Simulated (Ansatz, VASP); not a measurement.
C: VASP beside Ansatz

INCAR

```
PREC = Accurate
ENCUT = 520
EDIFF = 1E-7
ISMEAR = 0
SIGMA = 0.05
LREAL = F
LASPH = T
NELM = 60
ALGO = Normal
ISIF = 2
LWAVE = F
LCHARG = T
GGA = PS
LELF = T
LVHAR = T
NBANDS = 31
```

Contents of KPOINTS:

```
regular mesh
0
Gamma
  12 12 12
```

Contents of POSCAR:

```
C
1.0
    1.2910000000      0.7453591975      9.7660333333
   -1.2910000000      0.7453591975      9.7660333333
    0.0000000000     -1.4907183950      9.7660333333
C
10
Direct
    0.0248220069      0.0248220069      0.0248220069
    0.9751779931      0.9751779931      0.9751779931
    0.1086877374      0.1086877374      0.1086877374
    0.8913122626      0.8913122626      0.8913122626
    0.1583652898      0.1583652898      0.1583652898
    0.8416347102      0.8416347102      0.8416347102
    0.3748635523      0.3748635523      0.3748635523
    0.6251364477      0.6251364477      0.6251364477
    0.4253181912      0.4253181912      0.4253181912
    0.5746818088      0.5746818088      0.5746818088
```

Input for Ansatz:

```yaml
crystal:
  lattice:
    - [1.291, 0.7453591975, 9.7660333333]
    - [-1.291, 0.7453591975, 9.7660333333]
    - [0.0, -1.490718395, 9.7660333333]
  atoms:
    - { symbol: C, position: [0.0248220069, 0.0248220069, 0.0248220069] }
    - { symbol: C, position: [0.9751779931, 0.9751779931, 0.9751779931] }
    - { symbol: C, position: [0.1086877374, 0.1086877374, 0.1086877374] }
    - { symbol: C, position: [0.8913122626, 0.8913122626, 0.8913122626] }
    - { symbol: C, position: [0.1583652898, 0.1583652898, 0.1583652898] }
    - { symbol: C, position: [0.8416347102, 0.8416347102, 0.8416347102] }
    - { symbol: C, position: [0.3748635523, 0.3748635523, 0.3748635523] }
    - { symbol: C, position: [0.6251364477, 0.6251364477, 0.6251364477] }
    - { symbol: C, position: [0.4253181912, 0.4253181912, 0.4253181912] }
    - { symbol: C, position: [0.5746818088, 0.5746818088, 0.5746818088] }
basis:
  ecutwfc: 520.0
kpoints:
  mp_grid: { grid: [12, 12, 12] }
hamiltonian:
  xc: pbesol
  pseudopotentials: { kind: paw, azcp: { folder: soft_1 } }
scf:
  occupations: { method: gaussian, width: 0.05 }
output:
  forces: true
  stress: true
  eigenvalues: true
```

Alike in both runs: task single point; functional PBEsol; k mesh 12 × 12 × 12; occupations gaussian, width 0.05 eV; no spin polarisation.

|  | VASP | Ansatz |
| --- | --- | --- |
| version | VASP 6.6.1 | Ansatz 0.2.0 |
| potentials or method | VASP PAW PBE potentials, release 64 (C), cutoff 520 eV | scalar-relativistic, plane waves, PAW |
| valence electrons in the cell | 40 | 40 |

```tsv
	VASP	Ansatz	Ansatz less VASP
gap on the k mesh at the Fermi level (eV)	3.27	3.28	+0.011
least direct gap on the mesh (eV)	4.29	4.30	+0.005
pressure (GPa)	3.8	2.7	-1.12
traceless stress, the component that is largest in VASP (GPa)	73.06	72.57	-0.489
rms of the force components (eV/Å)	0.423	0.405	-0.0182
```

VASP's potentials were made for PBE, not for PBEsol, and Ansatz warns of the same on its side. Atom by atom the forces differ by 0.019 eV/Å (rms over components). With one functional, cell and mesh, what is left measures potentials, basis and numerics.
